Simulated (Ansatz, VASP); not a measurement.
## Two plane-wave programs on EuS

```
Eu S
1.0
     0.00000    2.97850    2.97850
     2.97850    0.00000    2.97850
     2.97850    2.97850    0.00000
Eu S
1 1
Direct
  0.00000 0.00000 0.00000
  0.50000 0.50000 0.50000
```

Alike in both runs: task single point; functional revPBE; dispersion D4; k mesh 8 × 8 × 8; collinear spin.

|  | VASP | Ansatz |
| --- | --- | --- |
| version | VASP 6.6.1 | Ansatz 0.2.0 |
| potentials or method | VASP PAW PBE potentials, release 64 (Eu, S), cutoff 600 eV | plane waves, PAW |
| occupations | fermi-dirac, width 0.1 eV | fermi-dirac |
| valence electrons in the cell | 23 | 23 |

Ansatz gave:

```
gap on the k mesh at the Fermi level (eV)                     : none
net moment per atom (μB)                                      : 3.49
size of the moment on the site where the two differ most (μB) : 6.76
```

Which values does VASP return?

gap on the k mesh at the Fermi level (eV): none; net moment per atom (μB): 3.49; size of the moment on the site where the two differ most (μB): 6.58.

VASP's potentials were made for PBE, not for revPBE. Site moments also hang on the region over which each program counts them. A gap of «none» marks a metal or a gap that the smearing closes. Ansatz's warnings: given moment on shells.

Neither program's run includes spin-orbit coupling.
